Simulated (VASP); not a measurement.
# BaTiO3 (P4mm) in VASP: notebook, part 3 of 3

VASP 6.6.1. The steps go on from the part before.

## (6) Single point, PBE (strain +0.000 along x and y, -0.015 along z)

File INCAR:

```
SYSTEM = BaTiO3
PREC     = Accurate       ! precision mode
ENCUT    = 520            ! plane-wave cutoff, eV
EDIFF    = 1E-7           ! SCF threshold, eV
ISMEAR   = 0              ! smearing method
SIGMA    = 0.05           ! smearing width, eV
LREAL    = .False.        ! projectors in reciprocal space
LASPH    = .True.         ! aspherical terms in the spheres
NELM     = 80             ! most SCF steps
ALGO     = Normal         ! electronic algorithm
ISIF     = 2              ! what is computed and relaxed
LWAVE    = .False.        ! write WAVECAR
LCHARG   = .False.        ! write CHGCAR
GGA      = PE             ! functional
NBANDS   = 28             ! bands
```

File KPOINTS:

```
Automatic mesh
0
Gamma
  8 8 6
  0 0 0
```

File POSCAR:

```
BaTiO3
1.0
    3.9853536613      0.0000000000      0.0000000000
    0.0000000000      3.9853536613      0.0000000000
    0.0000000000      0.0000000000      4.1387801373
Ba Ti O
1 1 3
Direct
    0.0000000000      0.0000000000      0.9863187693
    0.5000000000      0.5000000000      0.4690806688
    0.5000000000      0.5000000000      0.0378497747
    0.5000000000      0.0000000000      0.5173753936
    0.0000000000      0.5000000000      0.5173753936
```

Potentials or basis: VASP PAW PBE potentials, release 64 (Ba_sv, Ti_sv, O).

Started as:

```sh
$ cat potpaw_PBE.64/Ba_sv/POTCAR potpaw_PBE.64/Ti_sv/POTCAR potpaw_PBE.64/O/POTCAR > POTCAR
$ mpirun -np 1 vasp_std > vasp.out
```

OUTCAR:

```text
SYSTEM = BaTiO3
   PREC = Accurate
   ENCUT = 520
   EDIFF = 1E-7
   ISMEAR = 0
   LREAL = .False.
   LASPH = .True.
   NELM = 80
   ISIF = 2
   GGA = PE

 ion  position               nearest neighbor table
   1  0.000  0.000  0.986-   4 2.78   5 2.78   5 2.78   4 2.78   3 2.83   3 2.83   3 2.83   3 2.83
                             4 2.97   5 2.97   5 2.97   4 2.97   2 3.45   2 3.45   2 3.45   2 3.45
   2  0.500  0.500  0.469-   3 1.78   4 2.00   5 2.00   4 2.00   5 2.00   3 2.35   1 3.45   1 3.45
                             1 3.45   1 3.45   1 3.54   1 3.54   1 3.54   1 3.54
   3  0.500  0.500  0.038-   2 1.78   2 2.35   1 2.83   1 2.83   1 2.83   1 2.83
   4  0.500  0.000  0.517-   2 2.00   2 2.00   1 2.78   1 2.78   1 2.97   1 2.97
   5  0.000  0.500  0.517-   2 2.00   2 2.00   1 2.78   1 2.78   1 2.97   1 2.97

  LATTYP: Found a simple tetragonal cell.
 ALAT       =     3.9853536613
 C/A-ratio  =     1.0384975812

  Lattice vectors:

 A1 = (   3.9853536613,   0.0000000000,   0.0000000000)
 A2 = (   0.0000000000,   3.9853536613,   0.0000000000)
 A3 = (   0.0000000000,   0.0000000000,   4.1387801373)

Analysis of symmetry for initial positions (statically):
[... 183 lines left out ...]
 cond. band min:       5.6645405578   @ k =   0.0000   0.0000   0.0000
 fundamental gap:      1.8275141550
 Fermi energy:         4.1836121768

 k-point     1 :       0.0000    0.0000    0.0000
  band No.  band energies     occupation
      1     -52.7271      2.00000
      2     -29.0921      2.00000
      3     -28.9282      2.00000
      4     -28.9282      2.00000
      5     -21.2893      2.00000
      6     -13.1976      2.00000
[... 733 lines left out ...]
     27      11.5694      0.00000
     28      12.2747      0.00000

 [... further k-points ...]

------------------------ aborting loop because EDIFF is reached ----------------------------------------

  FORCE on cell =-STRESS in cart. coord.  units (eV):
  Direction    XX          YY          ZZ          XY          YZ          ZX
  --------------------------------------------------------------------------------------
  -------------------------------------------------------------------------------------
  Total        1.2806629      1.2806629      2.4707892      0.0000000     -0.0000000      0.0000000
  in kB       31.2132726     31.2132726     60.2199208      0.0000000     -0.0000000      0.0000000
  external PRESSURE =      40.8821553 kB  Pullay stress =       0.0000000 kB

 VOLUME and BASIS-vectors are now :
 -----------------------------------------------------------------------------
  energy-cutoff  :      520.00
  volume of cell :       65.74
      direct lattice vectors                 reciprocal lattice vectors
     3.985353661  0.000000000  0.000000000     0.250918760  0.000000000  0.000000000
     0.000000000  3.985353661  0.000000000     0.000000000  0.250918760  0.000000000
     0.000000000  0.000000000  4.138780137     0.000000000  0.000000000  0.241617087

 POSITION                                       TOTAL-FORCE (eV/Angst)
 -----------------------------------------------------------------------------------
      0.00000      0.00000      4.08216         0.000000      0.000000      0.090617
      1.99268      1.99268      1.94142        -0.000000     -0.000000      0.538263
      1.99268      1.99268      0.15665        -0.000000     -0.000000     -0.573812
      1.99268      0.00000      2.14130        -0.000000      0.000000     -0.027534
      0.00000      1.99268      2.14130        -0.000000      0.000000     -0.027534
 -----------------------------------------------------------------------------------
    total drift:                                0.000000      0.000000     -0.000369

  FREE ENERGIE OF THE ION-ELECTRON SYSTEM (eV)
  ---------------------------------------------------
  free  energy   TOTEN  =       -40.0156414780 eV

  energy  without entropy=      -40.0156414780  energy(sigma->0) =      -40.01564148
```

Run time: 48 s. Hardware: 1 thread of Intel Xeon 6975P-C (Granite Rapids), shared host; peak memory 0.25 GiB.

What came out:

| Item | Value |
| --- | --- |
| Free energy | -40.0156 eV |
| Pressure | 4.1 GPa |
| Largest force | 0.574 eV/Å |
| Band gap on the k mesh | 1.83 eV, indirect (least direct gap 2.37 eV) |

Forces on the atoms (eV/Å):
```
Ba   0.000  0.000  0.091
Ti   0.000  0.000  0.538
O    0.000  0.000 -0.574
O    0.000  0.000 -0.028
O    0.000  0.000 -0.028
```

Caveat: the cell differs from its parent crystal (strain +0.000 along x and y, -0.015 along z); spin-orbit coupling is left out, which moves the levels of the heavy elements. A k mesh can miss the band edges.

## (7) Overview

```csv
cell,gap on the mesh (eV),pressure (GPa),largest force (eV/Å)
"a = 4.105, b = 4.105, c = 4.202 Å, 5 atoms",1.68,-6.7,0.18
"a = 4.045, b = 4.045, c = 4.328 Å, 5 atoms",1.66,-6.7,0.84
"a = 4.105, b = 4.105, c = 4.265 Å, 5 atoms",1.64,-8.5,0.60
"a = 4.105, b = 4.105, c = 4.328 Å, 5 atoms",1.60,-10.1,0.96
"a = 3.985, b = 3.985, c = 4.139 Å, 5 atoms",1.83,4.1,0.57
```

Alike in all rows: task single point; level PBE; potentials or basis VASP PAW PBE potentials, release 64 (Ba_sv, Ti_sv, O); no spin polarisation; k mesh 8 × 8 × 6; cutoff (eV) 520; smearing gaussian 0.05 eV.

Caveats: spin-orbit coupling is left out, which moves the levels of the heavy elements.

Absolute energies hang on the potentials; compare differences alone.
